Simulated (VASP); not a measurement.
A run of VASP 6.6.1:

The input INCAR:

```
  PREC = Accurate
  ENCUT = 520
  EDIFF = 1E-6
  ISMEAR = 0
  SIGMA = 0.05
  LREAL = F
  LASPH = T
  NELM = 60
  ALGO = Normal
  ISIF = 2
  LWAVE = F
  LCHARG = F
  GGA = PE
  NBANDS = 16
```

Contents of KPOINTS:

```
Automatic mesh
0
Gamma
  10 10 10
```

POSCAR

```
ZnSe
1.0
    0.0000000000      3.2170485374      2.2744533159
    3.2170485374      0.0000000000      2.2744533159
    3.2170485374      3.2170485374      0.0000000000
Zn Se
1 1
Direct
    0.0000000000      0.0000000000      0.0000000000
    0.7500000000      0.7500000000      0.7500000000
```

Potentials or basis: VASP PAW PBE potentials, release 64 (Zn, Se).

The run is started by

```console
$ cat potpaw_PBE.64/Zn/POTCAR potpaw_PBE.64/Se/POTCAR > POTCAR
$ mpirun -np 1 vasp_std > vasp.out
```

Hardware: 1 thread of Intel(R) Xeon(R) Platinum 8259CL CPU @ 2.50GHz (Skylake/Cascade Lake), with other jobs on the host.

Problem. Estimate the wall time of this run.

Solution. It took 89 s on 1 thread of Intel(R) Xeon(R) Platinum 8259CL CPU @ 2.50GHz (Skylake/Cascade Lake), with other jobs on the host, peak memory 0.22 GiB. Counts: scf iterations 12, k points 102.
